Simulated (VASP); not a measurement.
A run of VASP 6.6.1 is set up as follows.

Contents of POSCAR:

```
Ba
1.0
    3.7076802683     -2.5981247295      0.0000000000
    3.7076802683      2.5981247295      0.0000000000
    0.0000000000      0.0000000000      7.4220679380
Ba
2
Direct
    0.7467739700      0.2532260300      0.2500000000
    0.2532260300      0.7467739700      0.7500000000
```

Contents of INCAR.step1:

```
PREC = Accurate
ENCUT = 520
ISMEAR = 0
SIGMA = 0.1
LREAL = F
LASPH = T
NELM = 60
NBANDS = 17
GGA = PE
ALGO = Normal
EDIFF = 1E-4
LWAVE = T
LCHARG = F
```

The input INCAR.step2:

```
PREC = Accurate
ENCUT = 520
EDIFF = 1E-6
ISMEAR = 0
SIGMA = 0.1
LREAL = F
LASPH = T
NELM = 60
ALGO = Normal
ISIF = 2
LWAVE = F
LCHARG = F
METAGGA = R2SCAN
LMIXTAU = T
NBANDS = 17
ISTART = 1
```

KPOINTS

```
Automatic mesh
0
Gamma
  10 10 6
```

Potentials or basis: VASP PAW PBE potentials, release 64 (Ba_sv).

The run is started by

```sh
$ cat potpaw_PBE.64/Ba_sv/POTCAR > POTCAR
$ cp INCAR.step1 INCAR
$ mpirun -np 1 vasp_std > vasp.out
$ cp INCAR.step2 INCAR
$ mpirun -np 1 vasp_std > vasp.out
```

(1) Estimate the band gap on the k mesh.

(2) What does it give for the pressure?

(3) What does it give for the largest force?

Results:

(1) zero (bands 10 and 11 overlap by 0.82 eV).

(2) -0.7 GPa.

(3) 0.020 eV/Å.

Caveat: the cell differs from its parent crystal (strained); the PAW data sets were made with another functional, which shifts forces and pressure a little; spin-orbit coupling is left out, which moves the levels of the heavy elements.
